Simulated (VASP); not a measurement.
## NaH: single point with PBE

Crystal: NaH.

```
CELL_PARAMETERS angstrom
0.00000 2.50100 2.44000
2.50100 0.00000 2.44000
2.50100 2.50100 0.00000
ATOMIC_POSITIONS crystal
Na 0.00000 0.00000 0.00000
H 0.50000 0.50000 0.50000
```

This cell differs from its parent crystal: strain +0.025 along x and y, +0.000 along z.

```yaml
Program: VASP 6.6.1
Task: single point
Functional: PBE
Potentials_or_basis: VASP PAW PBE potentials, release 64 (Na_pv, H)
Cutoff: 520 eV
k_mesh: 8 × 8 × 8
Occupations: gaussian, width 0.05 eV
Spin: no spin polarisation
```

- Pressure: -1.6 GPa
- Band gap on the k mesh: 3.62 eV, indirect (least direct gap 4.45 eV)

Stress tensor (GPa, compression positive):
```
-1.78  0.00  0.00
 0.00 -1.78  0.00
 0.00  0.00 -1.25
```

Levels at points of the mesh, in eV from the valence-band top:
```
           k point  band 2  band 3  band 4  band 5  band 6  band 7
(0.00, 0.00, 0.00)  -22.26  -22.25   -3.41    9.73   14.98   14.98
(0.50, 0.00, 0.00)  -22.27  -22.26   -0.82    3.62   10.24   12.72
(0.50, 0.50, 0.00)  -22.28  -22.28   -0.09    4.67    9.58   10.00
(0.50, 0.00, 0.50)  -22.28  -22.27   -0.21    4.39    9.82   10.27
```

It took 9.8 s on 1 thread of Intel(R) Xeon(R) 6975P-C (Granite Rapids), on a shared host, peak memory 0.15 GiB.

Caveat: the cell differs from its parent crystal (strain +0.025 along x and y, +0.000 along z). A k mesh can miss the band edges.
